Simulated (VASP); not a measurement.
# Ru in VASP: single point with LDA

Aim: the single point of Ru with LDA.

Everything below comes from runs of VASP 6.6.1. Logs are shortened: lines on timing, memory, paths and dates and some standing lists are left out, and cuts for length are marked.

## (1) The cell of the first run

The typed cell holds 2 atoms: a = 4.160 Å, b = 4.160 Å, c = 3.772 Å, α = 103.18°, β = 103.18°, γ = 142.50°.

## (2) Single point, LDA

Input file INCAR:

```
ALGO = Normal ; EDIFF = 1E-6
ENCUT = 520 ; ISIF = 2
ISMEAR = -1 ; ISYM = 0
LASPH = T ; LCHARG = F
LREAL = F ; LWAVE = F
NBANDS = 21 ; NELM = 100
PREC = Accurate ; SIGMA = 0.1
```

Input file KPOINTS:

```
k-points
0
Gamma
  14 14 10
```

Input file POSCAR:

```
Ru
1.0
   -2.9873304472      2.5836584696      1.3065050202
    2.5836584696     -2.9873304472      1.3065050202
    2.2405966391      2.2405966391     -2.0458309866
Ru
2
Direct
    0.9813026850      0.0186973150      1.0000000000
    0.7686973150      0.2313026850      0.5000000000
```

Potentials or basis: VASP PAW LDA potentials, release 64 (Ru_pv).

Launch:

```sh
cat potpaw_LDA.64/Ru_pv/POTCAR > POTCAR
mpirun -np 1 vasp_std > vasp.out
```

OUTCAR:

```text
EDIFF = 1E-6
   ENCUT = 520
   ISIF = 2
   ISMEAR = -1
   ISYM = 0
   LASPH = T
   LREAL = F
   NELM = 100
   PREC = Accurate

 ion  position               nearest neighbor table
   1  0.981  0.019  0.000-   2 2.52   2 2.52   2 2.52   2 2.52   2 2.63   2 2.63
   2  0.769  0.231  0.500-   1 2.52   1 2.52   1 2.52   1 2.52   1 2.63   1 2.63

IMPORTANT INFORMATION: All symmetrisations will be switched off!
NOSYMM: (Re-)initialisation of all symmetry stuff for point group C_1.

----------------------------------------------------------------------------------------

                                     Primitive cell

  volume of cell :      28.0157

  direct lattice vectors                    reciprocal lattice vectors
    -2.987330447  2.583658470  1.306505020     0.113658476  0.293159820  0.445547904
     2.583658470 -2.987330447  1.306505020     0.293159820  0.113658476  0.445547904
     2.240596639  2.240596639 -2.045830987     0.259801592  0.259801592  0.080271121

  length of vectors
     4.160094910  4.160094910  3.771733159     0.545319965  0.545319965  0.376081357

  position of ions in fractional coordinates (direct lattice)
     0.981302685  0.018697315  0.000000000
     0.768697315  0.231302685  0.500000000

  ion indices of the primitive-cell ions
   primitive index   ion index
                 1           1
                 2           2

----------------------------------------------------------------------------------------

 KPOINTS: k-points

Automatic generation of k-mesh.
 Grid dimensions read from file:
 generate k-points for:   14   14   10

 Generating k-lattice:

  Cartesian coordinates                     Fractional coordinates (reciprocal lattice)
     0.008118463  0.020939987  0.031824850     0.071428571  0.000000000  0.000000000
     0.020939987  0.008118463  0.031824850     0.000000000  0.071428571  0.000000000
     0.025980159  0.025980159  0.008027112    -0.000000000 -0.000000000  0.100000000

  Length of vectors
     0.038951426  0.038951426  0.037608136

  Shift w.r.t. Gamma in fractional coordinates (k-lattice)
     0.000000000  0.000000000  0.000000000

 Subroutine IBZKPT returns following result:
 ===========================================

 Found    984 irreducible k-points:

 Following reciprocal coordinates:
            Coordinates               Weight
  0.000000  0.000000  0.000000      1.000000
  0.071429  0.000000  0.000000      2.000000
 -0.000000 -0.071429 -0.000000      2.000000
  0.142857 -0.000000  0.000000      2.000000
  0.000000 -0.142857 -0.000000      2.000000
  0.214286  0.000000  0.000000      2.000000
[... 16 lines left out ...]
  0.357143  0.071429 -0.000000      2.000000
 -0.071429 -0.357143  0.000000      2.000000
 [... further k-points ...]
   k-points           NKPTS =    984   k-points in BZ     NKDIM =    984   number of bands    NBANDS=     21
   number of dos      NEDOS =    301   number of ions     NIONS =      2
   total plane-waves  NPLWV =  28672
   dimension x,y,z NGX =    32 NGY =   32 NGZ =   28
   dimension x,y,z NGXF=    64 NGYF=   64 NGZF=   56
   ions per type =               2
   NGX,Y,Z   is equivalent  to a cutoff of  12.79, 12.79, 12.34 a.u.
   NGXF,Y,Z  is equivalent  to a cutoff of  25.58, 25.58, 24.68 a.u.
 SYSTEM =  unknown system
   PREC   = accura    normal or accurate (medium, high low for compatibility)
   ISTART =      0    job   : 0-new  1-cont  2-samecut
   ICHARG =      2    charge: 1-file 2-atom 10-const
   ISPIN  =      1    spin polarized calculation?
   LNONCOLLINEAR =      F non collinear calculations
   LSORBIT =      F    spin-orbit coupling
   LASPH  =      T    aspherical Exc in radial PAW
   ENCUT  =  520.0 eV  38.22 Ry    6.18 a.u.   7.74  7.74  7.01*2*pi/ulx,y,z
   NELM   =    100;   NELMIN=  2; NELMDL= -5     # of ELM steps
   EDIFF  = 0.1E-05   stopping-criterion for ELM
   LREAL  =      F    real-space projection
   EDIFFG = 0.1E-04   stopping-criterion for IOM
   NSW    =      0    number of steps for IOM
   IBRION =     -1    ionic relax: 0-MD 1-quasi-New 2-CG
   NFREE  =      0    steps in history (QN), initial steepest desc. (CG)
   ISIF   =      2    stress and relaxation
   ISYM   =      0    0-nonsym 1-usesym 2-fastsym
   POTIM  = 0.5000    time-step for ionic-motion
   TEBEG  =    0.0;   TEEND  =   0.0 temperature during run
   PSTRESS=    0.0 pullay stress
   NELECT =      28.0000    total number of electrons
   NUPDOWN=      -1.0000    fix difference up-down
   EMIN   =  10.00;   EMAX   =-10.00  energy-range for DOS
   EFERMI =   0.00;   METHOD = LEGACY
   ISMEAR =    -1;   SIGMA  =   0.10  broadening in eV -4-tet -1-fermi 0-gaus
   EFERMI_NEDOS =   21; number of points for ismear=-14 and -15
   IALGO  =     38    algorithm
   IMIX   =      4    mixing-type and parameters
     AMIX     =   0.40;   BMIX     =  1.00
     AMIX_MAG =   1.60;   BMIX_MAG =  1.00
  volume/ion in A,a.u.               =      14.01        94.53
  Fermi-wavevector in a.u.,A,eV,Ry     =   1.636793  3.093090 36.451232  2.679090
  Thomas-Fermi vector in A             =   2.728040
   LORBIT       =      0    0 simple, 1 ext, 2 COOP (PROOUT), +10 PAW based schemes
   GGA     = CA    functional components
   LHFCALC =     F    Hartree Fock is set to
   AEXX    =    0.0000 exact exchange contribution
   IVDW    =     0    specifies the selected vdW correction
   LEPSILON=     F    determine dielectric tensor
   LRPA    =     F    only Hartree local field effects (RPA)
 non-spin polarized calculation
  energy-cutoff  :      520.00
  volume of cell :       28.02
 maximum number of plane-waves:       768
   NGX = 15   NGY = 15   NGZ = 13

 number of electron      28.0000004 magnetization

 Free energy of the ion-electron system (eV)
  ---------------------------------------------------
  ext. energy  EPLUGINS =         0.00000000
  ---------------------------------------------------
  free energy    TOTEN  =       -20.69477500 eV

  energy without entropy =      -20.64360823  energy(sigma->0) =      -20.66919162

 E-fermi :  12.1551     XC(G=0): -14.0928

 val. band max:       12.1514193825   @ k =  -0.3571   0.2857   0.3000
 cond. band min:      12.1560423239   @ k =  -0.4286   0.3571  -0.2000
 fundamental gap:      0.0046229413
 Fermi energy:        12.1550824658

 k-point     1 :       0.0000    0.0000    0.0000
  band No.  band energies     occupation
      1     -31.3281      2.00000
      2     -30.6147      2.00000
      3     -30.4634      2.00000
      4     -30.1161      2.00000
      5     -30.0945      2.00000
      6     -30.0810      2.00000
[... 13 lines left out ...]
     20      22.2318      0.00000
     21      23.6848      0.00000

 k-point     2 :       0.0714    0.0000    0.0000
  band No.  band energies     occupation
      1     -31.3030      2.00000
      2     -30.6363      2.00000
      3     -30.4991      2.00000
      4     -30.1566      2.00000
      5     -30.1276      2.00000
      6     -30.0792      2.00000
[... 13 lines left out ...]
     20      22.2318      0.00000
     21      23.7534      0.00000

 k-point     3 :      -0.0000   -0.0714   -0.0000
  band No.  band energies     occupation
      1     -31.3030      2.00000
      2     -30.6363      2.00000
      3     -30.4991      2.00000
      4     -30.1566      2.00000
      5     -30.1276      2.00000
      6     -30.0792      2.00000
[... 13 lines left out ...]
     20      22.2318      0.00000
     21      23.7534      0.00000

 k-point     4 :       0.1429   -0.0000    0.0000
  band No.  band energies     occupation
      1     -31.2358      2.00000
      2     -30.6978      2.00000
      3     -30.5815      2.00000
      4     -30.2953      2.00000
      5     -30.1905      2.00000
      6     -30.0869      2.00000
[... 13 lines left out ...]
     20      22.2317      0.00000
     21      23.9711      0.00000

 k-point     5 :       0.0000   -0.1429   -0.0000
  band No.  band energies     occupation
      1     -31.2358      2.00000
      2     -30.6978      2.00000
      3     -30.5815      2.00000
      4     -30.2953      2.00000
      5     -30.1905      2.00000
      6     -30.0869      2.00000
[... 13 lines left out ...]
     20      22.2317      0.00000
     21      23.9711      0.00000

 k-point     6 :       0.2143    0.0000    0.0000
  band No.  band energies     occupation
      1     -31.1515      2.00000
      2     -30.8005      2.00000
      3     -30.6615      2.00000
      4     -30.4715      2.00000
      5     -30.2773      2.00000
      6     -30.1253      2.00000
[... 13 lines left out ...]
     20      22.2317      0.00000
     21      23.9165      0.00000

 k-point     7 :      -0.0000   -0.2143   -0.0000
  band No.  band energies     occupation
      1     -31.1515      2.00000
      2     -30.8005      2.00000
      3     -30.6615      2.00000
      4     -30.4715      2.00000
      5     -30.2773      2.00000
      6     -30.1253      2.00000
[... 13 lines left out ...]
     20      22.2317      0.00000
     21      23.9165      0.00000
[... 291 lines left out ...]
      1     -31.0750      2.00000
      2     -30.9383      2.00000
      3     -30.7156      2.00000
      4     -30.6102      2.00000
      5     -30.3615      2.00000
      6     -30.2142      2.00000
[... 13 lines left out ...]
     20      22.2901      0.00000
     21      23.0400      0.00000

 k-point    21 :       0.2857    0.0714    0.0000
  band No.  band energies     occupation
      1     -31.1104      2.00000
      2     -31.0199      2.00000
      3     -30.7987      2.00000
      4     -30.5846      2.00000
      5     -30.4476      2.00000
      6     -30.3237      2.00000
[... 13 lines left out ...]
     20      22.2312      0.00000
     21      23.6208      0.00000

 k-point    22 :      -0.0714   -0.2857    0.0000
  band No.  band energies     occupation
      1     -31.1104      2.00000
      2     -31.0199      2.00000
      3     -30.7987      2.00000
      4     -30.5846      2.00000
      5     -30.4476      2.00000
      6     -30.3237      2.00000
[... 13 lines left out ...]
     20      22.2312      0.00000
     21      23.6208      0.00000

 k-point    23 :       0.3571    0.0714   -0.0000
  band No.  band energies     occupation
      1     -31.1817      2.00000
      2     -31.1269      2.00000
      3     -30.7457      2.00000
      4     -30.5471      2.00000
      5     -30.5131      2.00000
      6     -30.4175      2.00000
[... 13 lines left out ...]
     20      22.2307      0.00000
     21      24.0088      0.00000

 k-point    24 :      -0.0714   -0.3571    0.0000
  band No.  band energies     occupation
      1     -31.1817      2.00000
      2     -31.1269      2.00000
      3     -30.7457      2.00000
      4     -30.5471      2.00000
      5     -30.5131      2.00000
      6     -30.4175      2.00000
[... 13 lines left out ...]
     20      22.2307      0.00000
     21      24.0088      0.00000

 [... further k-points ...]

------------------------ aborting loop because EDIFF is reached ----------------------------------------

  FORCE on cell =-STRESS in cart. coord.  units (eV):
  Direction    XX          YY          ZZ          XY          YZ          ZX
  --------------------------------------------------------------------------------------
  -------------------------------------------------------------------------------------
  Total        0.1927547      0.1927547      0.1613199     -0.0033642      0.0038447      0.0038443
  in kB       11.0233572     11.0233616      9.2256494     -0.1923932      0.2198710      0.2198519
  external PRESSURE =      10.4241227 kB  Pullay stress =       0.0000000 kB

 VOLUME and BASIS-vectors are now :
 -----------------------------------------------------------------------------
  energy-cutoff  :      520.00
  volume of cell :       28.02
      direct lattice vectors                 reciprocal lattice vectors
    -2.987330447  2.583658470  1.306505020     0.113658476  0.293159820  0.445547904
     2.583658470 -2.987330447  1.306505020     0.293159820  0.113658476  0.445547904
     2.240596639  2.240596639 -2.045830987     0.259801592  0.259801592  0.080271121

 POSITION                                       TOTAL-FORCE (eV/Angst)
 -----------------------------------------------------------------------------------
     -2.88317      2.47950      1.30651        -0.045089      0.045089     -0.000001
     -0.57845      2.41537      0.28359         0.045089     -0.045089      0.000001
 -----------------------------------------------------------------------------------
    total drift:                               -0.000031      0.000031     -0.000000

  FREE ENERGIE OF THE ION-ELECTRON SYSTEM (eV)
  ---------------------------------------------------
  free  energy   TOTEN  =       -20.6947750049 eV

  energy  without entropy=      -20.6436082322  energy(sigma->0) =      -20.66919162
```

Wall time 7.2 min (1 thread of Intel Xeon Platinum 8259CL at 2.50GHz (Skylake/Cascade Lake), shared host); peak memory 0.53 GiB.

Results:

```yaml
Free_energy: -20.6948 eV
Pressure: 1.0 GPa
Largest_force: 0.064 eV/Å
Band_gap_on_the_k_mesh: zero (bands 14 and 15 overlap by 2.65 eV)
```

Forces in eV/Å, atoms in the order of the input:
```
Ru  -0.045  0.045  0.000
Ru   0.045 -0.045  0.000
```

Stress tensor (GPa, compression positive):
```
 1.10 -0.02  0.02
-0.02  1.10  0.02
 0.02  0.02  0.92
```
